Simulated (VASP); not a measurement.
# Zn (Fm-3m) in VASP: notebook

Zn is run at these levels: PBEsol; tasks: single point, relaxation of cell and atoms.

All numbers are computed with VASP 6.6.1; they aren't measurements. Logs are shortened: lines on timing, memory, paths and dates and some standing lists are left out, and cuts for length are marked.

### 1 The cell of the first run

Symmetry: Fm-3m, No. 225, cubic system. The conventional cell has a = 3.044 Å, b = 3.044 Å, c = 3.044 Å, α = 90.00°, β = 90.00°, γ = 90.00°. Within 2.8 Å of Zn (site symmetry m-3m) lie 12 Zn at 2.15 Å.

### 2 Single point, PBEsol

The input, INCAR:

```
ALGO     = Normal         # electronic algorithm
EDIFF    = 1E-7           # SCF threshold, eV
ENCUT    = 520            # plane-wave cutoff, eV
GGA      = PS             # functional
ISIF     = 2              # what is computed and relaxed
ISMEAR   = -1             # smearing method
LASPH    = True           # aspherical terms in the spheres
LCHARG   = False          # write CHGCAR
LREAL    = False          # projectors in reciprocal space
LWAVE    = False          # write WAVECAR
NBANDS   = 12             # bands
NELM     = 60             # most SCF steps
PREC     = Accurate       # precision mode
SIGMA    = 0.08           # smearing width, eV
```

The input, KPOINTS:

```
k-points
0
Gamma
  22 22 22
```

The input, POSCAR:

```
Zn
1.0
    0.0000000000      1.5221358592      1.5221358592
    1.5221358592      0.0000000000      1.5221358592
    1.5221358592      1.5221358592      0.0000000000
Zn
1
Direct
    0.0000000000      0.0000000000      0.0000000000
```

Potentials or basis: VASP PAW PBE potentials, release 64 (Zn).

Started as:

```sh
$ cat potpaw_PBE.64/Zn/POTCAR > POTCAR
$ mpirun -np 1 vasp_std > vasp.out
```

OUTCAR:

```text
EDIFF = 1E-7
   ENCUT = 520
   GGA = PS
   ISIF = 2
   ISMEAR = -1
   LASPH = True
   LREAL = False
   NELM = 60
   PREC = Accurate

 ion  position               nearest neighbor table
   1  0.000  0.000  0.000-

  LATTYP: Found a face centered cubic cell.
 ALAT       =     3.0442717184

  Lattice vectors:

 A1 = (   0.0000000000,   1.5221358592,   1.5221358592)
 A2 = (   1.5221358592,   0.0000000000,   1.5221358592)
 A3 = (   1.5221358592,   1.5221358592,   0.0000000000)

Analysis of symmetry for initial positions (statically):
=====================================================================
 Subroutine PRICEL returns:
 Original cell was already a primitive cell.

 Routine SETGRP: Setting up the symmetry group for a
 face centered cubic supercell.

 Subroutine GETGRP returns: Found 48 space group operations
 (whereof 48 operations were pure point group operations)
 out of a pool of 48 trial point group operations.

The static configuration has the point symmetry O_h .

Analysis of symmetry for dynamics (positions and initial velocities):
=====================================================================
 Subroutine PRICEL returns:
 Original cell was already a primitive cell.

 Routine SETGRP: Setting up the symmetry group for a
 face centered cubic supercell.

 Subroutine GETGRP returns: Found 48 space group operations
 (whereof 48 operations were pure point group operations)
 out of a pool of 48 trial point group operations.

The dynamic configuration has the point symmetry O_h .

 Subroutine INISYM returns: Found 48 space group operations
 (whereof 48 operations are pure point group operations),
 and found     1 'primitive' translations

----------------------------------------------------------------------------------------

                                     Primitive cell

  volume of cell :       7.0533

  direct lattice vectors                    reciprocal lattice vectors
     0.000000000  1.522135859  1.522135859    -0.328485790  0.328485790  0.328485790
     1.522135859  0.000000000  1.522135859     0.328485790 -0.328485790  0.328485790
     1.522135859  1.522135859  0.000000000     0.328485790  0.328485790 -0.328485790

  length of vectors
     2.152625176  2.152625176  2.152625176     0.568954078  0.568954078  0.568954078

  position of ions in fractional coordinates (direct lattice)
     0.000000000  0.000000000  0.000000000

  ion indices of the primitive-cell ions
   primitive index   ion index
                 1           1

----------------------------------------------------------------------------------------

 KPOINTS: k-points

Automatic generation of k-mesh.
 Grid dimensions read from file:
 generate k-points for:   22   22   22

 Generating k-lattice:

  Cartesian coordinates                     Fractional coordinates (reciprocal lattice)
    -0.014931172  0.014931172  0.014931172     0.045454545  0.000000000  0.000000000
     0.014931172 -0.014931172  0.014931172     0.000000000  0.045454545  0.000000000
     0.014931172  0.014931172 -0.014931172     0.000000000  0.000000000  0.045454545

  Length of vectors
     0.025861549  0.025861549  0.025861549

  Shift w.r.t. Gamma in fractional coordinates (k-lattice)
     0.000000000  0.000000000  0.000000000

 Subroutine IBZKPT returns following result:
 ===========================================

 Found    328 irreducible k-points:

 Following reciprocal coordinates:
            Coordinates               Weight
  0.000000  0.000000  0.000000      1.000000
  0.045455  0.000000  0.000000      8.000000
  0.090909  0.000000  0.000000      8.000000
  0.136364  0.000000  0.000000      8.000000
  0.181818  0.000000  0.000000      8.000000
  0.227273  0.000000  0.000000      8.000000
[... 16 lines left out ...]
  0.500000  0.045455  0.000000     24.000000
 -0.454545  0.045455  0.000000     24.000000
 [... further k-points ...]
   k-points           NKPTS =    328   k-points in BZ     NKDIM =    328   number of bands    NBANDS=     12
   number of dos      NEDOS =    301   number of ions     NIONS =      1
   total plane-waves  NPLWV =   4096
   dimension x,y,z NGX =    16 NGY =   16 NGZ =   16
   dimension x,y,z NGXF=    32 NGYF=   32 NGZF=   32
   ions per type =               1
   NGX,Y,Z   is equivalent  to a cutoff of  12.36, 12.36, 12.36 a.u.
   NGXF,Y,Z  is equivalent  to a cutoff of  24.71, 24.71, 24.71 a.u.
 SYSTEM =  unknown system
   PREC   = accura    normal or accurate (medium, high low for compatibility)
   ISTART =      0    job   : 0-new  1-cont  2-samecut
   ICHARG =      2    charge: 1-file 2-atom 10-const
   ISPIN  =      1    spin polarized calculation?
   LNONCOLLINEAR =      F non collinear calculations
   LSORBIT =      F    spin-orbit coupling
   LASPH  =      T    aspherical Exc in radial PAW
   ENCUT  =  520.0 eV  38.22 Ry    6.18 a.u.   4.00  4.00  4.00*2*pi/ulx,y,z
   NELM   =     60;   NELMIN=  2; NELMDL= -5     # of ELM steps
[... 62 lines left out ...]
      7      36.0962      0.00000
      8      41.7416      0.00000
      9      41.7416      0.00000
     10      41.7416      0.00000
     11      45.4956      0.00000
     12      45.4956      0.00000

 k-point     2 :       0.0455    0.0000    0.0000
  band No.  band energies     occupation
      1      -7.4663      2.00000
      2      -0.2870      2.00000
      3      -0.2325      2.00000
      4      -0.2325      2.00000
      5       1.2204      2.00000
      6       1.2204      2.00000
      7      35.7640      0.00000
      8      40.0195      0.00000
      9      41.4267      0.00000
     10      41.4268      0.00000
     11      45.9373      0.00000
     12      45.9373      0.00000

 k-point     3 :       0.0909    0.0000    0.0000
  band No.  band energies     occupation
      1      -7.1443      2.00000
      2      -0.3648      2.00000
      3      -0.1605      2.00000
      4      -0.1605      2.00000
      5       1.1943      2.00000
      6       1.1943      2.00000
      7      34.2333      0.00000
      8      38.2051      0.00000
      9      40.7630      0.00000
     10      40.7631      0.00000
     11      46.8474      0.00000
     12      46.9246      0.00000

 k-point     4 :       0.1364    0.0000    0.0000
  band No.  band energies     occupation
      1      -6.6236      2.00000
      2      -0.4717      2.00000
      3      -0.0654      2.00000
      4      -0.0654      2.00000
      5       1.1744      2.00000
      6       1.1744      2.00000
      7      31.4528      0.00000
      8      37.4576      0.00000
      9      40.0614      0.00000
     10      40.0614      0.00000
     11      46.8063      0.00000
     12      47.8889      0.00000

 k-point     5 :       0.1818    0.0000    0.0000
  band No.  band energies     occupation
      1      -5.9344      2.00000
      2      -0.5694      2.00000
      3       0.0136      2.00000
      4       0.0136      2.00000
      5       1.1971      2.00000
      6       1.1971      2.00000
      7      28.3383      0.00000
      8      36.9651      0.00000
      9      39.4372      0.00000
     10      39.4372      0.00000
     11      46.9317      0.00000
     12      48.0220      0.00000
[... 228 lines left out ...]
      1      -3.2407      2.00000
      2      -0.2789      2.00000
      3      -0.1780      2.00000
      4       1.1923      2.00000
      5       2.1294      2.00000
      6       2.6399      2.00000
      7      15.3304      0.00000
      8      33.8674      0.00000
      9      36.2302      0.00000
     10      38.6725      0.00000
     11      42.1295      0.00000
     12      44.0980      0.00000

 k-point    22 :       0.4545    0.0455    0.0000
  band No.  band energies     occupation
      1      -3.1865      2.00000
      2      -0.3410      2.00000
      3      -0.2422      2.00000
      4       1.6649      2.00000
      5       2.2365      2.00000
      6       3.5429      2.00000
      7      13.3817      0.00003
      8      33.5485      0.00000
      9      36.5061      0.00000
     10      37.8497      0.00000
     11      42.1686      0.00000
     12      43.1503      0.00000

 k-point    23 :       0.5000    0.0455    0.0000
  band No.  band energies     occupation
      1      -3.1753      2.00000
      2      -0.3674      2.00000
      3      -0.2767      2.00000
      4       1.8614      2.00000
      5       2.2654      2.00000
      6       4.2262      2.00000
      7      12.2820      1.84315
      8      33.3545      0.00000
      9      36.9959      0.00000
     10      37.2230      0.00000
     11      42.3969      0.00000
     12      42.4196      0.00000

 k-point    24 :      -0.4545    0.0455    0.0000
  band No.  band energies     occupation
      1      -3.1764      2.00000
      2      -0.3554      2.00000
      3      -0.2764      2.00000
      4       1.8629      2.00000
      5       2.2098      2.00000
      6       4.0796      2.00000
      7      12.5194      0.75327
      8      33.2867      0.00000
      9      36.8364      0.00000
     10      37.6994      0.00000
     11      41.8440      0.00000
     12      42.8585      0.00000

 [... further k-points ...]

------------------------ aborting loop because EDIFF is reached ----------------------------------------

  FORCE on cell =-STRESS in cart. coord.  units (eV):
  Direction    XX          YY          ZZ          XY          YZ          ZX
  --------------------------------------------------------------------------------------
  -------------------------------------------------------------------------------------
  Total       15.7915022     15.7915022     15.7915022     -0.0000000     -0.0000000      0.0000000
  in kB     3587.1024436   3587.1024436   3587.1024436     -0.0000000     -0.0000000      0.0000000
  external PRESSURE =    3587.1024436 kB  Pullay stress =       0.0000000 kB

 VOLUME and BASIS-vectors are now :
 -----------------------------------------------------------------------------
  energy-cutoff  :      520.00
  volume of cell :        7.05
      direct lattice vectors                 reciprocal lattice vectors
     0.000000000  1.522135859  1.522135859    -0.328485790  0.328485790  0.328485790
     1.522135859  0.000000000  1.522135859     0.328485790 -0.328485790  0.328485790
     1.522135859  1.522135859  0.000000000     0.328485790  0.328485790 -0.328485790

 POSITION                                       TOTAL-FORCE (eV/Angst)
 -----------------------------------------------------------------------------------
      0.00000      0.00000      0.00000         0.000000      0.000000      0.000000
 -----------------------------------------------------------------------------------
    total drift:                                0.000000     -0.000000     -0.000000

  FREE ENERGIE OF THE ION-ELECTRON SYSTEM (eV)
  ---------------------------------------------------
  free  energy   TOTEN  =         2.4407700370 eV

  energy  without entropy=        2.4448906771  energy(sigma->0) =        2.44283036
```

Wall time 16 s (1 thread of Intel Xeon Platinum 8259CL at 2.50GHz (Skylake/Cascade Lake), shared host); peak memory 0.13 GiB.

What came out:

* Free energy: 2.4408 eV
* Pressure: 358.7 GPa
* Band gap on the k mesh: zero (band 6 reaches 13.92 eV, above the bottom of band 7 at 12.18 eV)

Levels at points of the mesh, in eV from the Fermi level:
```
           k point  band 2  band 3  band 4  band 5  band 6  band 7  band 8  band 9  band 10  band 11
(0.00, 0.00, 0.00)  -12.74  -12.74  -12.74  -11.25  -11.25   23.62   29.26   29.26    29.26    33.02
(0.50, 0.00, 0.00)  -12.80  -12.80  -10.22  -10.22   -8.67   -0.30   21.43   25.72    25.72    28.60
(0.50, 0.50, 0.00)  -15.21  -10.25   -9.96   -9.96   -4.88    4.30   12.01   12.01    17.77    24.30
```

Caveat: the PAW data sets were made with another functional, which shifts forces and pressure a little.

### 3 Single point, PBEsol

The input, INCAR:

```
SYSTEM = Zn
PREC = Accurate
ENCUT = 520
EDIFF = 1E-7
ISMEAR = -1
SIGMA = 0.08
LREAL = .False.
LASPH = .True.
NELM = 100
ALGO = Normal
ISIF = 2
LWAVE = .False.
LCHARG = .True.
GGA = PS
LELF = .True.
LVHAR = .True.
NBANDS = 12
```

The input, KPOINTS:

```
regular mesh
0
Gamma
  22 22 22
  0 0 0
```

POSCAR is that of step 2.

Potentials or basis: VASP PAW PBE potentials, release 64 (Zn).

Started as:

```sh
$ cat potpaw_PBE.64/Zn/POTCAR > POTCAR
$ mpirun -np 1 vasp_std > vasp.out
```

It took 15 s on 1 thread of Intel Xeon Platinum 8259CL at 2.50GHz (Skylake/Cascade Lake), shared host; peak memory 0.14 GiB.

The run converged. Its results:

| Item | Value |
| --- | --- |
| Free energy | 2.4408 eV |
| Pressure | 358.7 GPa |
| Band gap on the k mesh | zero (band 6 reaches 13.92 eV, above the bottom of band 7 at 12.18 eV) |

Levels at points of the mesh, in eV from the Fermi level:
| k point | band 2 | band 3 | band 4 | band 5 | band 6 | band 7 | band 8 | band 9 | band 10 | band 11 |
| --- | --- | --- | --- | --- | --- | --- | --- | --- | --- | --- |
| (0.00, 0.00, 0.00) | -12.74 | -12.74 | -12.74 | -11.25 | -11.25 | 23.62 | 29.26 | 29.26 | 29.26 | 33.02 |
| (0.50, 0.00, 0.00) | -12.80 | -12.80 | -10.22 | -10.22 | -8.67 | -0.30 | 21.43 | 25.72 | 25.72 | 28.60 |
| (0.50, 0.50, 0.00) | -15.21 | -10.25 | -9.96 | -9.96 | -4.88 | 4.30 | 12.01 | 12.01 | 17.77 | 24.30 |

Caveat: the PAW data sets were made with another functional, which shifts forces and pressure a little.

### 4 Single point, PBEsol (volume scaled by 0.499, to set the pressure)

The input, INCAR:

```
PREC = Accurate ; ENCUT = 500
EDIFF = 1E-6 ; ISMEAR = -1
SIGMA = 0.08 ; LREAL = False
LASPH = True ; NELM = 120
ALGO = Normal ; ISIF = 2
LWAVE = False ; LCHARG = False
GGA = PS ; NBANDS = 12
GGA_COMPAT = False
```

The input, KPOINTS:

```
regular mesh
0
Gamma
  22 22 22
```

The input, POSCAR:

```
Zn
1.0
    0.0000000000      1.5223536852      1.5223536852
    1.5223536852      0.0000000000      1.5223536852
    1.5223536852      1.5223536852      0.0000000000
Zn
1
Direct
    0.0000000000      0.0000000000      0.0000000000
```

Started as:

```sh
$ cat potpaw_PBE.64/Zn/POTCAR > POTCAR
$ mpirun -np 1 vasp_std > vasp.out
```

It took 19 s on 1 thread of AMD EPYC 7R43 (Zen 3), shared host; peak memory 0.09 GiB.

The run converged. Its results:

```yaml
Free_energy: 2.4341 eV
Pressure: 358.1 GPa
Band_gap_on_the_k_mesh: zero (band 6 reaches 13.91 eV, above the bottom of band 7 at 12.17 eV)
```

Levels at points of the mesh, in eV from the Fermi level:
```csv
k point,band 3,band 4,band 5,band 6,band 7,band 8,band 9,band 10
"(0.00, 0.00, 0.00)",-12.73,-12.73,-11.24,-11.24,23.62,29.26,29.26,29.26
"(0.50, 0.00, 0.00)",-12.80,-10.21,-10.21,-8.67,-0.30,21.43,25.72,25.72
"(0.50, 0.50, 0.00)",-10.25,-9.95,-9.95,-4.88,4.29,12.00,12.00,17.77
```

Caveat: the cell differs from its parent crystal (volume scaled by 0.499, to set the pressure); the PAW data sets were made with another functional, which shifts forces and pressure a little.

### 5 Single point, PBEsol

This run uses another cell than the first one, of 14.14 Å³/atom, 2.005 times its volume.

The input, INCAR:

```
SYSTEM = Zn
ALGO = Normal
EDIFF = 1E-6
ENCUT = 500
GGA = PS
GGA_COMPAT = .False.
ISIF = 2
ISMEAR = -1
LASPH = .True.
LCHARG = .False.
LREAL = .False.
LWAVE = .False.
NBANDS = 12
NELM = 120
PREC = Accurate
SIGMA = 0.08
```

The input, KPOINTS:

```
k-points
0
Gamma
  18 18 18
  0 0 0
```

The input, POSCAR:

```
Zn
1.0
    0.0000000000      1.9193258580      1.9193258580
    1.9193258580      0.0000000000      1.9193258580
    1.9193258580      1.9193258580      0.0000000000
Zn
1
Direct
    0.0000000000      0.0000000000      0.0000000000
```

Started as:

```sh
$ cat potpaw_PBE.64/Zn/POTCAR > POTCAR
$ mpirun -np 1 vasp_std > vasp.out
```

It took 21 s on 1 thread of AMD EPYC 7R43 (Zen 3), shared host; peak memory 0.1 GiB.

The run converged. Its results:

```yaml
Free_energy: -1.5627 eV
Pressure: 0.4 GPa
Band_gap_on_the_k_mesh: zero (band 6 reaches 5.16 eV, above the bottom of band 7 at 2.16 eV)
```

Levels at points of the mesh, in eV from the Fermi level:
| k point | band 3 | band 4 | band 5 | band 6 | band 7 | band 8 | band 9 | band 10 |
| --- | --- | --- | --- | --- | --- | --- | --- | --- |
| (0.00, 0.00, 0.00) | -7.74 | -7.74 | -7.30 | -7.30 | 19.28 | 19.28 | 19.28 | 19.50 |
| (0.50, 0.00, 0.00) | -7.74 | -6.98 | -6.98 | -3.18 | -1.22 | 16.11 | 16.11 | 17.97 |
| (0.50, 0.50, 0.00) | -6.99 | -6.90 | -6.90 | -1.15 | 2.04 | 8.81 | 8.81 | 12.60 |

Caveat: the PAW data sets were made with another functional, which shifts forces and pressure a little.

### 6 Relaxation of cell and atoms, PBEsol

This run uses another cell than the first one, of 14.15 Å³/atom, 2.007 times its volume.

The input, INCAR:

```
ALGO = Normal
EDIFF = 1E-7
EDIFFG = -0.005
ENCUT = 500
GGA = PS
GGA_COMPAT = F
IBRION = 2
ISIF = 3
ISMEAR = -1
LASPH = T
LCHARG = F
LREAL = F
LWAVE = F
NELM = 120
NELMIN = 4
NSW = 60
PREC = Accurate
SIGMA = 0.08
```

The input, KPOINTS:

```
k-points
0
Gamma
  18 18 18
```

The input, POSCAR:

```
Zn
1.0
    0.0000000000      1.9198744854      1.9198744854
    1.9198744854      0.0000000000      1.9198744854
    1.9198744854      1.9198744854      0.0000000000
Zn
1
Direct
    0.0000000000      0.0000000000      0.0000000000
```

Potentials or basis: VASP PAW PBE potentials, release 64 (Zn).

Started as:

```sh
$ cat potpaw_PBE.64/Zn/POTCAR > POTCAR
$ mpirun -np 1 vasp_std > vasp.out
```

Wall time 28 s (1 thread of AMD EPYC 7R43 (Zen 3), shared host); peak memory 0.11 GiB.

It converged, with:

```yaml
Free_energy: -1.5628 eV
Relaxed_volume: 14.21 Å³/atom
Relaxed_cell: a = 2.719 Å, b = 2.719 Å, c = 2.719 Å, α = 60.00°, β = 60.00°, γ = 60.00°
Space_group_after_relaxing_to_0.05_Å: Fm-3m (No. 225)
Energy_gained_by_relaxing: 0.1 meV/atom
Ionic_steps: 2
Pressure_after_relaxing: 0.0 GPa
Band_gap_on_the_k_mesh: zero (band 6 reaches 5.11 eV, above the bottom of band 7 at 2.11 eV)
```

Final structure:
```
Zn
1.0
     0.00000    1.92266    1.92266
     1.92266    0.00000    1.92266
     1.92266    1.92266    0.00000
Zn
1
Direct
  0.00000 0.00000 0.00000
```

Levels at points of the mesh, in eV from the Fermi level:
| k point | band 3 | band 4 | band 5 | band 6 | band 7 | band 8 | band 9 | band 10 |
| --- | --- | --- | --- | --- | --- | --- | --- | --- |
| (0.00, 0.00, 0.00) | -7.72 | -7.72 | -7.29 | -7.29 | 19.21 | 19.21 | 19.21 | 19.46 |
| (0.50, 0.00, 0.00) | -7.73 | -6.97 | -6.97 | -3.15 | -1.22 | 16.05 | 16.05 | 17.94 |
| (0.50, 0.50, 0.00) | -6.98 | -6.89 | -6.89 | -1.13 | 2.02 | 8.79 | 8.79 | 12.57 |

Caveat: the PAW data sets were made with another functional, which shifts forces and pressure a little.

### 7 The runs side by side

| task | cell | k mesh | cutoff (eV) | gap on the mesh (eV) | pressure (GPa) |
| --- | --- | --- | --- | --- | --- |
| single point | a = 2.153 Å, angles 60.0°, 1 atom | 22 × 22 × 22 | 520 | none | 358.7 |
| single point | a = 2.153 Å, angles 60.0°, 1 atom | 22 × 22 × 22 | 500 | none | 358.1 |
| single point | a = 2.714 Å, angles 60.0°, 1 atom | 18 × 18 × 18 | 500 | none | 0.4 |
| relaxation of cell and atoms | relaxed from a = 2.715 Å, angles 60.0°, 1 atom | 18 × 18 × 18 | 500 | none | 0.0 |

Alike in all rows: level PBEsol; potentials or basis VASP PAW PBE potentials, release 64 (Zn); no spin polarisation; smearing fermi-dirac 0.08 eV.

Caveats: the PAW data sets were made with another functional, which shifts forces and pressure a little.

Absolute energies hang on the potentials; compare differences alone.
